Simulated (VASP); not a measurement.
# Ga16P16H (a cell with a defect) in VASP: relaxation of the atoms with PBE

Aim: the relaxation of the atoms of Ga16P16H (a cell with a defect) with PBE.

Everything below comes from runs of VASP 6.6.1. Logs are shortened: lines on timing, memory, paths and dates and some standing lists are left out, and cuts for length are marked.

### Step 1. The cell of the first run

The cell holds a defect, 33 atoms: a = 9.535 Å, b = 9.535 Å, c = 9.535 Å, α = 109.47°, β = 109.47°, γ = 109.47°.

### Step 2. Relaxation of the atoms, PBE (with an interstitial atom)

The input, INCAR:

```
PREC = Accurate
ENCUT = 520
EDIFF = 1E-6
ISMEAR = 0
SIGMA = 0.01
LREAL = Auto
LASPH = T
NELM = 80
ALGO = Normal
ISIF = 2
LWAVE = F
LCHARG = F
GGA = PE
IBRION = 2
NSW = 65
EDIFFG = -0.025
NELECT = 290.0
```

The input, KPOINTS:

```
Automatic mesh
0
Gamma
  1 1 1
```

The input, POSCAR:

```
Ga16P16H
1.0
    5.5051169748      5.5051169748     -5.5051169748
   -5.5051169748     -5.5051169748     -5.5051169748
   -5.5051169748      5.5051169748      5.5051169748
Ga P H
16 16 1
Direct
    0.2517469565      0.5000000000      0.2517469565
    0.5000000000      0.2500000000      0.2500000000
    0.7500000000      0.0000000000      0.2500000000
    0.7482530435      0.5000000000      0.7482530435
    0.0000000000      0.5000000000      0.4995582878
    0.2500000000      0.2500000000      0.5000000000
    0.5004417122      0.0004417122      0.5004417122
    0.7500000000      0.7500000000      0.5000000000
    1.0000000000      0.7517469565      0.2517469565
    0.4995582878      0.5000000000      0.0000000000
    0.7482530435      0.2482530435      0.0000000000
    0.0000000000      0.2482530435      0.7482530435
    0.2500000000      1.0000000000      0.7500000000
    0.5000000000      0.7500000000      0.7500000000
    0.0000000000     -0.0004417122      0.0000000000
    0.2517469565      0.7517469565      0.0000000000
    0.2473036767      0.5000000000      0.0000000000
    0.4993661396      0.2492365616      0.0000000000
    0.7492365616     -0.0006338604      0.0000000000
    0.7492365616      0.5000000000      0.4993661396
    0.0000000000      0.5000000000      0.2473036767
    0.2507634384      0.2501295781      0.2507634384
    0.5006338604      0.0006338604      0.2498704219
    0.7501295781      0.7507634384      0.2507634384
    0.0000000000      0.7473036767      0.0000000000
    0.4993661396      0.5000000000      0.7492365616
    0.7526963233      0.2526963233      0.7526963233
    0.0000000000      0.2492365616      0.4993661396
    0.2498704219      0.0006338604      0.5006338604
    0.5006338604      0.7498704219      0.5006338604
    0.0000000000     -0.0006338604      0.7492365616
    0.2507634384      0.7507634384      0.7501295781
    0.0000000000      0.5000000000      0.0000000000
```

Potentials or basis: VASP PAW PBE potentials, release 64 (Ga_d, P, H).

Started as:

```sh
> cat potpaw_PBE.64/Ga_d/POTCAR potpaw_PBE.64/P/POTCAR potpaw_PBE.64/H/POTCAR > POTCAR
> mpirun -np 1 vasp_gam > vasp.out
```

OUTCAR:

```text
PREC = Accurate
   ENCUT = 520
   EDIFF = 1E-6
   ISMEAR = 0
   LREAL = Auto
   LASPH = T
   NELM = 80
   ISIF = 2
   GGA = PE
   IBRION = 2
   NSW = 65
   EDIFFG = -0.025
   NELECT = 290.0

 ion  position               nearest neighbor table
   1  0.252  0.500  0.252-  22 2.38  30 2.38  17 2.39  21 2.39
   2  0.500  0.250  0.250-  23 2.38  20 2.38  18 2.38  22 2.38
   3  0.750  0.000  0.250-  23 2.38  19 2.38  28 2.38  24 2.38
   4  0.748  0.500  0.748-  20 2.38  26 2.38  25 2.39  27 2.39
   5  0.000  0.500  0.500-  20 2.39  28 2.39  32 2.39  21 2.41
   6  0.250  0.250  0.500-  29 2.38  28 2.38  26 2.38  22 2.38
[... 24 lines left out ...]
  31  0.000  0.999  0.749-  12 2.38   8 2.38  13 2.38  15 2.39
  32  0.251  0.751  0.750-  16 2.38  14 2.38  13 2.38   5 2.39
  33  0.000  0.500  0.000-

  LATTYP: Found a body centered cubic cell.
 ALAT       =    11.0102339496

  Lattice vectors:

 A1 = (   5.5051169748,   5.5051169748,  -5.5051169748)
 A2 = (  -5.5051169748,  -5.5051169748,  -5.5051169748)
 A3 = (  -5.5051169748,   5.5051169748,   5.5051169748)

Analysis of symmetry for initial positions (statically):
=====================================================================
 Subroutine PRICEL returns:
 Original cell was already a primitive cell.

 Routine SETGRP: Setting up the symmetry group for a
 body centered cubic supercell.

 Subroutine GETGRP returns: Found 24 space group operations
 (whereof  6 operations were pure point group operations)
 out of a pool of 48 trial point group operations.

The static configuration has the point symmetry C_3v.
 The point group associated with its full space group is T_d .

Analysis of symmetry for dynamics (positions and initial velocities):
=====================================================================
 Subroutine PRICEL returns:
 Original cell was already a primitive cell.

 Routine SETGRP: Setting up the symmetry group for a
 body centered cubic supercell.

 Subroutine GETGRP returns: Found 24 space group operations
 (whereof  6 operations were pure point group operations)
 out of a pool of 48 trial point group operations.

The dynamic configuration has the point symmetry C_3v.
 The point group associated with its full space group is T_d .

 Subroutine INISYM returns: Found 24 space group operations
 (whereof  6 operations are pure point group operations),
 and found     1 'primitive' translations

----------------------------------------------------------------------------------------

                                     Primitive cell

  volume of cell :     667.3592

  direct lattice vectors                    reciprocal lattice vectors
     5.505116975  5.505116975 -5.505116975     0.000000000  0.090824591 -0.090824591
    -5.505116975 -5.505116975 -5.505116975    -0.090824591  0.000000000 -0.090824591
    -5.505116975  5.505116975  5.505116975    -0.090824591  0.090824591  0.000000000

  length of vectors
     9.535142302  9.535142302  9.535142302     0.128445369  0.128445369  0.128445369

  position of ions in fractional coordinates (direct lattice)
     0.251746956  0.500000000  0.251746956
     0.500000000  0.250000000  0.250000000
     0.750000000  0.000000000  0.250000000
     0.748253044  0.500000000  0.748253044
     0.000000000  0.500000000  0.499558288
     0.250000000  0.250000000  0.500000000
[... 25 lines left out ...]
     0.250763438  0.750763438  0.750129578
     0.000000000  0.500000000  0.000000000

  ion indices of the primitive-cell ions
   primitive index   ion index
                 1           1
                 2           2
                 3           3
                 4           4
                 5           5
                 6           6
[... 25 lines left out ...]
                32          32
                33          33

----------------------------------------------------------------------------------------

 KPOINTS: Automatic mesh

Automatic generation of k-mesh.
 Grid dimensions read from file:
 generate k-points for:    1    1    1

 Generating k-lattice:

  Cartesian coordinates                     Fractional coordinates (reciprocal lattice)
     0.000000000  0.090824591 -0.090824591     1.000000000  0.000000000  0.000000000
    -0.090824591  0.000000000 -0.090824591     0.000000000  1.000000000  0.000000000
    -0.090824591  0.090824591  0.000000000     0.000000000  0.000000000  1.000000000

  Length of vectors
     0.128445369  0.128445369  0.128445369

  Shift w.r.t. Gamma in fractional coordinates (k-lattice)
     0.000000000  0.000000000  0.000000000

 Subroutine IBZKPT returns following result:
 ===========================================

 Found      1 irreducible k-points:

 Following reciprocal coordinates:
            Coordinates               Weight
  0.000000  0.000000  0.000000      1.000000
   k-points           NKPTS =      1   k-points in BZ     NKDIM =      1   number of bands    NBANDS=    174
   number of dos      NEDOS =    301   number of ions     NIONS =     33
   total plane-waves  NPLWV = 373248
   dimension x,y,z NGX =    72 NGY =   72 NGZ =   72
   dimension x,y,z NGXF=   144 NGYF=  144 NGZF=  144
   ions per type =              16  16   1
   NGX,Y,Z   is equivalent  to a cutoff of  12.55, 12.55, 12.55 a.u.
   NGXF,Y,Z  is equivalent  to a cutoff of  25.11, 25.11, 25.11 a.u.
 SYSTEM =  unknown system
   PREC   = accura    normal or accurate (medium, high low for compatibility)
   ISTART =      0    job   : 0-new  1-cont  2-samecut
   ICHARG =      2    charge: 1-file 2-atom 10-const
   ISPIN  =      1    spin polarized calculation?
   LNONCOLLINEAR =      F non collinear calculations
   LSORBIT =      F    spin-orbit coupling
   LASPH  =      T    aspherical Exc in radial PAW
   ENCUT  =  520.0 eV  38.22 Ry    6.18 a.u.  17.73 17.73 17.73*2*pi/ulx,y,z
   NELM   =     80;   NELMIN=  2; NELMDL= -5     # of ELM steps
   EDIFF  = 0.1E-05   stopping-criterion for ELM
   LREAL  =      T    real-space projection
   EDIFFG = -.3E-01   stopping-criterion for IOM
   NSW    =     65    number of steps for IOM
   IBRION =      2    ionic relax: 0-MD 1-quasi-New 2-CG
   NFREE  =      1    steps in history (QN), initial steepest desc. (CG)
   ISIF   =      2    stress and relaxation
   ISYM   =      2    0-nonsym 1-usesym 2-fastsym
   POTIM  = 0.5000    time-step for ionic-motion
   TEBEG  =    0.0;   TEEND  =   0.0 temperature during run
   PSTRESS=    0.0 pullay stress
   NELECT =     290.0000    total number of electrons
   NUPDOWN=      -1.0000    fix difference up-down
   EMIN   =  10.00;   EMAX   =-10.00  energy-range for DOS
   EFERMI =   0.00;   METHOD = LEGACY
   ISMEAR =     0;   SIGMA  =   0.01  broadening in eV -4-tet -1-fermi 0-gaus
   EFERMI_NEDOS =   21; number of points for ismear=-14 and -15
   IALGO  =     38    algorithm
   IMIX   =      4    mixing-type and parameters
     AMIX     =   0.40;   BMIX     =  1.00
     AMIX_MAG =   1.60;   BMIX_MAG =  1.00
  volume/ion in A,a.u.               =      20.22       136.47
  Fermi-wavevector in a.u.,A,eV,Ry     =   1.239998  2.343256 20.920247  1.537595
  Thomas-Fermi vector in A             =   2.374457
   LORBIT       =      0    0 simple, 1 ext, 2 COOP (PROOUT), +10 PAW based schemes
   GGA     = PE    functional components
   LHFCALC =     F    Hartree Fock is set to
   AEXX    =    0.0000 exact exchange contribution
   IVDW    =     0    specifies the selected vdW correction
   LEPSILON=     F    determine dielectric tensor
   LRPA    =     F    only Hartree local field effects (RPA)
 conjugate gradient relaxation of ions
 non-spin polarized calculation
 Gauss-broadening in eV      SIGMA  =   0.01
  energy-cutoff  :      520.00
  volume of cell :      667.36
 maximum number of plane-waves:      8979
 NGX is ok and might be reduce to    70
   NGX = 35   NGY = 35   NGZ = 35

--------------------------------------- Ionic step        1  -------------------------------------------

 number of electron     290.0000112 magnetization

 Free energy of the ion-electron system (eV)
  ---------------------------------------------------
  ext. energy  EPLUGINS =         0.00000000
  ---------------------------------------------------
  free energy    TOTEN  =      -138.87543980 eV

  energy without entropy =     -138.87543980  energy(sigma->0) =     -138.87543980

------------------------ aborting loop because EDIFF is reached ----------------------------------------

  FORCE on cell =-STRESS in cart. coord.  units (eV):
  Direction    XX          YY          ZZ          XY          YZ          ZX
  --------------------------------------------------------------------------------------
  -------------------------------------------------------------------------------------
  Total       11.4516506     11.4516506     11.4516506     -0.0000000     -0.0000000      0.0000000
  in kB       27.4928033     27.4928033     27.4928033     -0.0000000     -0.0000000      0.0000000
  external PRESSURE =      27.4928033 kB  Pullay stress =       0.0000000 kB
[... 454 lines left out ...]
  energy  without entropy=     -138.9303242224  energy(sigma->0) =     -138.93032422

--------------------------------------- Ionic step        8  -------------------------------------------

 number of electron     290.0000085 magnetization

 Free energy of the ion-electron system (eV)
  ---------------------------------------------------
  ext. energy  EPLUGINS =         0.00000000
  ---------------------------------------------------
  free energy    TOTEN  =      -138.93141183 eV

  energy without entropy =     -138.93141183  energy(sigma->0) =     -138.93141183

 E-fermi :   4.7682     XC(G=0):  -9.7383

 val. band max:        4.6908065991   @ k =   0.0000   0.0000   0.0000
 cond. band min:       5.9757174576   @ k =   0.0000   0.0000   0.0000
 fundamental gap:      1.2849108585
 Fermi energy:         4.7681992934

 k-point     1 :       0.0000    0.0000    0.0000
  band No.  band energies     occupation
      1     -10.2592      2.00000
      2     -10.2592      2.00000
      3     -10.2592      2.00000
      4     -10.2414      2.00000
      5     -10.2414      2.00000
      6     -10.2414      2.00000
[... 149 lines left out ...]
    156       7.4386      0.00000
    157       7.4386      0.00000
 [bands above 157 left out]

------------------------ aborting loop because EDIFF is reached ----------------------------------------

  FORCE on cell =-STRESS in cart. coord.  units (eV):
  Direction    XX          YY          ZZ          XY          YZ          ZX
  --------------------------------------------------------------------------------------
  -------------------------------------------------------------------------------------
  Total       11.5305963     11.5305963     11.5305963      0.0000000      0.0000000      0.0000000
  in kB       27.6823340     27.6823340     27.6823340      0.0000000      0.0000000      0.0000000
  external PRESSURE =      27.6823340 kB  Pullay stress =       0.0000000 kB
[... 48 lines left out ...]
  FREE ENERGIE OF THE ION-ELECTRON SYSTEM (eV)
  ---------------------------------------------------
  free  energy   TOTEN  =      -138.9314118263 eV

  energy  without entropy=     -138.9314118263  energy(sigma->0) =     -138.93141183

 reached required accuracy - stopping structural energy minimisation
```

Run time: 13 min. Hardware: 1 thread of Intel Xeon Platinum 8488C (Sapphire Rapids), shared host; peak memory 0.82 GiB.

What came out:

- Free energy: -138.9314 eV
- Energy gained by relaxing: 1.7 meV/atom
- Ionic steps: 8
- Largest force after relaxing: 0.023 eV/Å

Forces on the atoms (eV/Å):
```
Ga   0.000  0.009  0.000
Ga   0.000  0.000  0.000
Ga   0.000  0.000  0.000
Ga   0.000 -0.009  0.000
Ga   0.009 -0.009 -0.009
Ga   0.000  0.000  0.000
Ga  -0.009  0.009 -0.009
Ga   0.000  0.000  0.000
Ga  -0.009  0.000  0.000
Ga  -0.009 -0.009  0.009
Ga   0.000  0.000  0.009
Ga   0.009  0.000  0.000
Ga   0.000  0.000  0.000
Ga   0.000  0.000  0.000
Ga   0.009  0.009  0.009
Ga   0.000  0.000 -0.009
P   -0.001 -0.001  0.001
P   -0.008 -0.008  0.021
P    0.008  0.008  0.021
P    0.008 -0.021 -0.008
P    0.001 -0.001 -0.001
P    0.008  0.021  0.008
P   -0.008  0.008 -0.021
P   -0.021 -0.008  0.008
P    0.001  0.001  0.001
P   -0.008 -0.021  0.008
P   -0.001  0.001 -0.001
P    0.021 -0.008 -0.008
P   -0.021  0.008 -0.008
P   -0.008  0.021 -0.008
P    0.021  0.008  0.008
P    0.008 -0.008 -0.021
H    0.000  0.000  0.000
```

Step by step:
```
step  energy change (eV)  largest force (eV/Å)  pressure (GPa)
   1              0.0000                0.2529            2.75
   2             -0.0369                0.1839            2.75
   3             -0.0491                0.1152            2.78
   4             -0.0491                0.1201            2.77
   5             -0.0525                0.0478            2.77
   6             -0.0532                0.0766            2.77
   7             -0.0549                0.0493            2.77
   8             -0.0560                0.0234            2.77
```

Final structure:
```
Ga P H
1.0
     5.50512    5.50512   -5.50512
    -5.50512   -5.50512   -5.50512
    -5.50512    5.50512    5.50512
Ga P H
16 16 1
Direct
  0.25154 0.50000 0.25154
  0.50000 0.25000 0.25000
  0.75000 0.00000 0.25000
  0.74846 0.50000 0.74846
  0.00000 0.50000 0.49635
  0.25000 0.25000 0.50000
  0.50365 0.00365 0.50365
  0.75000 0.75000 0.50000
  0.00000 0.75154 0.25154
  0.49635 0.50000 0.00000
  0.74846 0.24846 0.00000
  0.00000 0.24846 0.74846
  0.25000 0.00000 0.75000
  0.50000 0.75000 0.75000
  0.00000 0.99635 0.00000
  0.25154 0.75154 0.00000
  0.24280 0.50000 0.00000
  0.49999 0.24781 0.00000
  0.74781 0.99999 0.00000
  0.74781 0.50000 0.49999
  0.00000 0.50000 0.24280
  0.25219 0.25218 0.25219
  0.50001 0.00001 0.24782
  0.75218 0.75219 0.25219
  0.00000 0.74280 0.00000
  0.49999 0.50000 0.74781
  0.75720 0.25720 0.75720
  0.00000 0.24781 0.49999
  0.24782 0.00001 0.50001
  0.50001 0.74782 0.50001
  0.00000 0.99999 0.74781
  0.25219 0.75219 0.75218
  0.00000 0.50000 0.00000
```

Caveat: the k points lie up to 0.81 Å⁻¹ apart, too coarse for converged energies, forces and pressures; the cell carries a net charge on a neutralising background, which shifts energy and pressure; the cell differs from its parent crystal (with an interstitial atom); the cell is charged against a uniform background, so pressure and absolute levels hang on convention.
